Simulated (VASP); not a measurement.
Crystal: Pd.

```
Pd
1.0
    -1.54367    1.54367    1.54367
     1.54367   -1.54367    1.54367
     1.54367    1.54367   -1.54367
Pd
1
Cartesian
  0.0000 0.0000 0.0000
```

| Item | Value |
| --- | --- |
| Program | VASP 6.6.1 |
| Task | relaxation of cell and atoms |
| Functional | BLYP |
| Potentials or basis | VASP PAW PBE potentials, release 64 (Pd) |
| Cutoff | 600 eV |
| k mesh | 14 × 14 × 14 |
| Occupations | fermi-dirac, width 0.1 eV |
| Spin | no spin polarisation |

At the start: pressure 21.0 GPa; volume 14.71 Å³/atom.

Where does the relaxation end?

Over 17 steps the energy falls by 105.0 meV/atom and the volume is 16.52 Å³/atom (+12.3 %); space group Im-3m (No. 229, to 0.05 Å).

The path:
| step | energy change (eV) | largest force (eV/Å) | pressure (GPa) | volume (Å³) |
| --- | --- | --- | --- | --- |
| 1 | 0.0000 | 0.0000 | 20.97 | 14.71 |
| 2 | 0.0194 | 0.0000 | -12.58 | 19.21 |
| 3 | -0.1049 | 0.0000 | -0.47 | 16.60 |
| 4 | -0.1050 | 0.0000 | -0.10 | 16.55 |
| 5 | -0.1050 | 0.0000 | 0.20 | 16.51 |
| 6 | -0.1050 | 0.0000 | 0.20 | 16.51 |
| 7 | -0.1050 | 0.0000 | 0.19 | 16.51 |
| 8 | -0.1050 | 0.0000 | 0.19 | 16.51 |
| 9 | -0.1050 | 0.0000 | 0.19 | 16.51 |
| 10 | -0.1050 | 0.0000 | 0.19 | 16.51 |
| 11 | -0.1050 | 0.0000 | 0.19 | 16.51 |
| 12 | -0.1050 | 0.0000 | 0.18 | 16.51 |
| 13 | -0.1050 | 0.0000 | 0.18 | 16.51 |
| 14 | -0.1050 | 0.0000 | 0.17 | 16.51 |
| 15 | -0.1050 | 0.0000 | 0.16 | 16.52 |
| 16 | -0.1050 | 0.0000 | 0.14 | 16.52 |
| 17 | -0.1050 | 0.0000 | 0.09 | 16.52 |

Final structure:
```
Pd
1.0
    -1.60456    1.60456    1.60456
     1.60456   -1.60456    1.60456
     1.60456    1.60456   -1.60456
Pd
1
Direct
  0.00000 0.00000 0.00000
```

Caveat: the PAW data sets were made with another functional, which shifts forces and pressure a little.
